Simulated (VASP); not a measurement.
# Cl (I4_1/amd) in VASP: further runs

Runs on Cl. Level: PBE. Tasks: relaxation of shape and atoms at fixed volume, single point.

Everything below comes from runs of VASP 6.6.1. Logs are shortened: lines on timing, memory, paths and dates and some standing lists are left out, and cuts for length are marked.

**1. The cell of the first run**

It takes space group I4_1/amd (No. 141, tetragonal). The conventional cell has a = 4.763 Å, b = 4.763 Å, c = 3.311 Å, α = 90.00°, β = 90.00°, γ = 90.00°. Cl (site symmetry -4m2) has 10 Cl at 2.52 to 3.44 Å within 3.5 Å.

**2. Relaxation of shape and atoms at fixed volume, PBE**

INCAR reads:

```
PREC = Accurate
ENCUT = 600
EDIFF = 1E-6
ISMEAR = -1
SIGMA = 0.08
LREAL = F
LASPH = T
NELM = 100
ALGO = Normal
ISIF = 4
LWAVE = F
LCHARG = F
GGA = PE
IBRION = 2
NSW = 50
EDIFFG = -0.005
```

KPOINTS reads:

```
Automatic mesh
0
Gamma
  16 16 16
```

POSCAR reads:

```
Cl
1.0
   -2.3815700146      2.3815700146      1.6557306487
    2.3815700146     -2.3815700146      1.6557306487
    2.3815700146      2.3815700146     -1.6557306487
Cl
2
Direct
   -0.3750000000     -0.1250000000     -0.2500000000
    0.3750000000      0.1250000000      0.2500000000
```

Potentials or basis: VASP PAW PBE potentials, release 64 (Cl).

Command:

```sh
$ cat potpaw_PBE.64/Cl/POTCAR > POTCAR
$ mpirun -np 1 vasp_std > vasp.out
```

OUTCAR:

```text
PREC = Accurate
   ENCUT = 600
   EDIFF = 1E-6
   ISMEAR = -1
   LREAL = F
   LASPH = T
   NELM = 100
   ISIF = 4
   GGA = PE
   IBRION = 2
   NSW = 50
   EDIFFG = -0.005

 ion  position               nearest neighbor table
   1  0.625  0.875  0.750-   2 2.52   2 2.52   2 2.52   2 2.52
   2  0.375  0.125  0.250-   1 2.52   1 2.52   1 2.52   1 2.52

  LATTYP: Found a body centered tetragonal cell.
 ALAT       =     4.7631400292
 C/A-ratio  =     0.6952265264

  Lattice vectors:

 A1 = (  -2.3815700146,   2.3815700146,   1.6557306487)
 A2 = (   2.3815700146,  -2.3815700146,   1.6557306487)
 A3 = (   2.3815700146,   2.3815700146,  -1.6557306487)

Analysis of symmetry for initial positions (statically):
=====================================================================
 Subroutine PRICEL returns:
 Original cell was already a primitive cell.

 Routine SETGRP: Setting up the symmetry group for a
 body centered tetragonal supercell.

 Subroutine GETGRP returns: Found 16 space group operations
 (whereof  4 operations were pure point group operations)
 out of a pool of 16 trial point group operations.

The static configuration has the point symmetry C_2h.
 The point group associated with its full space group is D_4h.

Analysis of symmetry for dynamics (positions and initial velocities):
=====================================================================
 Subroutine PRICEL returns:
 Original cell was already a primitive cell.

 Routine SETGRP: Setting up the symmetry group for a
 body centered tetragonal supercell.

 Subroutine GETGRP returns: Found 16 space group operations
 (whereof  4 operations were pure point group operations)
 out of a pool of 16 trial point group operations.

The dynamic configuration has the point symmetry C_2h.
 The point group associated with its full space group is D_4h.

 Subroutine INISYM returns: Found 16 space group operations
 (whereof  4 operations are pure point group operations),
 and found     1 'primitive' translations

----------------------------------------------------------------------------------------

                                     Primitive cell

  volume of cell :      37.5644

  direct lattice vectors                    reciprocal lattice vectors
    -2.381570015  2.381570015  1.655730649     0.000000000  0.209945539  0.301981485
     2.381570015 -2.381570015  1.655730649     0.209945539  0.000000000  0.301981485
     2.381570015  2.381570015 -1.655730649     0.209945539  0.209945539  0.000000000

  length of vectors
     3.753024840  3.753024840  3.753024840     0.367790629  0.367790629  0.296907828
[... 71 lines left out ...]
 SYSTEM =  unknown system
   PREC   = accura    normal or accurate (medium, high low for compatibility)
   ISTART =      0    job   : 0-new  1-cont  2-samecut
   ICHARG =      2    charge: 1-file 2-atom 10-const
   ISPIN  =      1    spin polarized calculation?
   LNONCOLLINEAR =      F non collinear calculations
   LSORBIT =      F    spin-orbit coupling
   LASPH  =      T    aspherical Exc in radial PAW
   ENCUT  =  600.0 eV  44.10 Ry    6.64 a.u.   7.50  7.50  7.50*2*pi/ulx,y,z
   NELM   =    100;   NELMIN=  2; NELMDL= -5     # of ELM steps
   EDIFF  = 0.1E-05   stopping-criterion for ELM
   LREAL  =      F    real-space projection
   EDIFFG = -.5E-02   stopping-criterion for IOM
   NSW    =     50    number of steps for IOM
   IBRION =      2    ionic relax: 0-MD 1-quasi-New 2-CG
   NFREE  =      1    steps in history (QN), initial steepest desc. (CG)
   ISIF   =      4    stress and relaxation
   ISYM   =      2    0-nonsym 1-usesym 2-fastsym
   POTIM  = 0.5000    time-step for ionic-motion
   TEBEG  =    0.0;   TEEND  =   0.0 temperature during run
   PSTRESS=    0.0 pullay stress
   NELECT =      14.0000    total number of electrons
   NUPDOWN=      -1.0000    fix difference up-down
   EMIN   =  10.00;   EMAX   =-10.00  energy-range for DOS
   EFERMI =   0.00;   METHOD = LEGACY
   ISMEAR =    -1;   SIGMA  =   0.08  broadening in eV -4-tet -1-fermi 0-gaus
   EFERMI_NEDOS =   21; number of points for ismear=-14 and -15
   IALGO  =     38    algorithm
   IMIX   =      4    mixing-type and parameters
     AMIX     =   0.40;   BMIX     =  1.00
     AMIX_MAG =   1.60;   BMIX_MAG =  1.00
  volume/ion in A,a.u.               =      18.78       126.75
  Fermi-wavevector in a.u.,A,eV,Ry     =   1.178127  2.226337 18.884653  1.387983
  Thomas-Fermi vector in A             =   2.314461
   LORBIT       =      0    0 simple, 1 ext, 2 COOP (PROOUT), +10 PAW based schemes
   GGA     = PE    functional components
   LHFCALC =     F    Hartree Fock is set to
   AEXX    =    0.0000 exact exchange contribution
   IVDW    =     0    specifies the selected vdW correction
   LEPSILON=     F    determine dielectric tensor
   LRPA    =     F    only Hartree local field effects (RPA)
 conjugate gradient relaxation of ions
 non-spin polarized calculation
  energy-cutoff  :      600.00
  volume of cell :       37.56
 maximum number of plane-waves:      1287
 NGX is ok and might be reduce to    30
   NGX = 15   NGY = 15   NGZ = 15

--------------------------------------- Ionic step        1  -------------------------------------------

 number of electron      14.0000001 magnetization

 Free energy of the ion-electron system (eV)
  ---------------------------------------------------
  ext. energy  EPLUGINS =         0.00000000
  ---------------------------------------------------
  free energy    TOTEN  =        -1.80468476 eV

  energy without entropy =       -1.74320505  energy(sigma->0) =       -1.77394491

 E-fermi :   4.2438     XC(G=0):  -9.9786

 val. band max:        4.2429657321   @ k =   0.4375   0.2500   0.0625
 cond. band min:       4.2455628482   @ k =  -0.3750   0.0625   0.0000
 fundamental gap:      0.0025971162
 Fermi energy:         4.2437573209

 k-point     1 :       0.0000    0.0000    0.0000
  band No.  band energies     occupation
      1     -13.4670      2.00000
      2      -8.5006      2.00000
      3      -0.8819      2.00000
      4      -0.8819      2.00000
      5       2.4671      2.00000
      6       2.6543      2.00000
      7       4.4946      0.08331
      8       4.4946      0.08331
      9      10.1349      0.00000
     10      12.4164      0.00000
     11      14.6450      0.00000
[... 429 lines left out ...]
--------------------------------------- Ionic step        4  -------------------------------------------

 number of electron      13.9999997 magnetization

 Free energy of the ion-electron system (eV)
  ---------------------------------------------------
  ext. energy  EPLUGINS =         0.00000000
  ---------------------------------------------------
  free energy    TOTEN  =        -1.91063807 eV

  energy without entropy =       -1.84952307  energy(sigma->0) =       -1.88008057

 E-fermi :   3.9951     XC(G=0): -10.0156

 val. band max:        3.9940963896   @ k =  -0.1250  -0.2500   0.0625
 cond. band min:       3.9963659661   @ k =   0.1250   0.1250   0.0000
 fundamental gap:      0.0022695764
 Fermi energy:         3.9951227588

 k-point     1 :       0.0000    0.0000    0.0000
  band No.  band energies     occupation
      1     -13.2994      2.00000
      2      -8.8906      2.00000
      3      -0.8824      2.00000
      4      -0.8824      2.00000
      5       3.0686      1.99998
      6       3.1707      1.99993
      7       4.4023      0.01224
      8       4.4023      0.01224
      9       9.8621      0.00000
     10      12.9360      0.00000
     11      14.8476      0.00000
[... 351 lines left out ...]
  FREE ENERGIE OF THE ION-ELECTRON SYSTEM (eV)
  ---------------------------------------------------
  free  energy   TOTEN  =        -1.9106380728 eV

  energy  without entropy=       -1.8495230696  energy(sigma->0) =       -1.88008057

 reached required accuracy - stopping structural energy minimisation
```

OSZICAR:

```text
N       E                     dE             d eps       ncg     rms          rms(c)
DAV:   1     0.839789258240E+02    0.83979E+02   -0.73578E+03  7686   0.127E+03
DAV:   2     0.173640794573E+01   -0.82243E+02   -0.79136E+02 12512   0.202E+02
DAV:   3    -0.180825654378E+01   -0.35447E+01   -0.34725E+01  9574   0.483E+01
[... 26 lines left out ...]
DAV:   1    -0.191089094689E+01   -0.32901E-03   -0.18666E-02  7795   0.104E+00    0.122E-01
DAV:   2    -0.191071525818E+01    0.17569E-03   -0.46671E-04  8797   0.179E-01    0.484E-02
DAV:   3    -0.191063612495E+01    0.79133E-04   -0.18918E-04  9118   0.935E-02    0.117E-02
DAV:   4    -0.191063743431E+01   -0.13094E-05   -0.87524E-06  8634   0.251E-02    0.806E-03
DAV:   5    -0.191063807280E+01   -0.63848E-06   -0.29726E-07  4406   0.551E-03
   4 F= -.19106381E+01 E0= -.18800806E+01  d E =-.105953E+00
```

CONTCAR:

```text
Cl
   1.00000000000000
    -2.4639574527770320    2.4639574527770320    1.5468563581655310
     2.4639574527770320   -2.4639574527770320    1.5468563581655310
     2.4639574527770320    2.4639574527770320   -1.5468563581655310
  Cl
     2
Direct
     0.6250000000000000    0.8750000000000000    0.7500000000000000
     0.3750000000000000    0.1250000000000000    0.2500000000000000

  0.00000000E+00  0.00000000E+00  0.00000000E+00
  0.00000000E+00  0.00000000E+00  0.00000000E+00
```

Wall time 12 min (1 thread of Intel Xeon 8259CL, shared host); peak memory 0.24 GiB.

Results:

```yaml
Free_energy: -1.9106 eV
Energy_gained_by_relaxing: 53.0 meV/atom
Ionic_steps: 4
Pressure_after_relaxing: 13.4 GPa
Band_gap_on_the_k_mesh: zero (bands 7 and 8 overlap by 2.58 eV)
```

The path:
| step | energy change (eV) | largest force (eV/Å) | pressure (GPa) | volume (Å³) |
| --- | --- | --- | --- | --- |
| 1 | 0.0000 | 0.0000 | 16.32 | 37.56 |
| 2 | -0.0965 | 0.0000 | 14.01 | 37.56 |
| 3 | -0.1059 | 0.0000 | 13.41 | 37.56 |
| 4 | -0.1060 | 0.0000 | 13.37 | 37.56 |

Final structure:
```xyz
2
Lattice="-2.4640 2.4640 1.5469 2.4640 -2.4640 1.5469 2.4640 2.4640 -1.5469" Properties=species:S:1:pos:R:3 pbc="T T T"
Cl    2.4640    1.2320    1.1601
Cl    0.0000    1.2320    0.3867
```

Levels at points of the mesh, in eV from the Fermi level:
| k point | band 3 | band 4 | band 5 | band 6 | band 7 | band 8 | band 9 | band 10 | band 11 |
| --- | --- | --- | --- | --- | --- | --- | --- | --- | --- |
| (0.00, 0.00, 0.00) | -4.88 | -4.88 | -0.93 | -0.82 | 0.41 | 0.41 | 5.87 | 8.94 | 10.85 |
| (0.50, 0.00, 0.00) | -5.39 | -5.02 | -4.02 | -1.82 | -0.83 | -0.13 | 8.39 | 8.89 | 11.00 |
| (0.50, 0.50, 0.00) | -3.24 | -3.24 | -2.76 | -2.76 | -0.40 | -0.40 | 8.93 | 8.93 | 11.97 |
| (0.50, 0.50, 0.50) | -6.77 | -6.77 | -1.21 | -1.21 | 1.58 | 1.58 | 10.11 | 10.11 | 14.19 |

(Part 1 of 2 ends here.)
